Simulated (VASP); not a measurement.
A run of VASP 6.6.1 is set up as follows.

Contents of INCAR:

```
SYSTEM = BeTe
PREC = Accurate
ENCUT = 600
EDIFF = 1E-6
ISMEAR = 1
SIGMA = 0.06802846561497
LREAL = .FALSE.
LASPH = .TRUE.
NELM = 120
ALGO = Normal
ISIF = 2
LWAVE = .FALSE.
LCHARG = .TRUE.
GGA = PE
LELF = .TRUE.
LVHAR = .TRUE.
NBANDS = 11
GGA_COMPAT = .FALSE.
```

The input KPOINTS:

```
regular mesh
0
G
  4 4 4
  0 0 0
```

POSCAR

```
BeTe
1.0
    0.0000000000      2.8960418759      2.8960418759
    2.8960418759      0.0000000000      2.8960418759
    2.8960418759      2.8960418759      0.0000000000
Be Te
1 1
Direct
    0.0000000000      0.0000000000      0.0000000000
    0.7500000000      0.7500000000      0.7500000000
```

Potentials or basis: VASP PAW PBE potentials, release 64 (Be, Te).

The run is started by

```bash
$ cat potpaw_PBE.64/Be/POTCAR potpaw_PBE.64/Te/POTCAR > POTCAR
$ mpirun -np 1 vasp_std > vasp.out
```

Problem. Estimate the band gap on the k mesh.

Solution. 2.16 eV, indirect (least direct gap 3.23 eV).

Problem. What does it give for the pressure?

Solution. -2.9 GPa.

Caveat: the k points lie up to 0.47 Å⁻¹ apart; spin-orbit coupling is left out, which moves the levels of the heavy elements. A k mesh can miss the band edges.
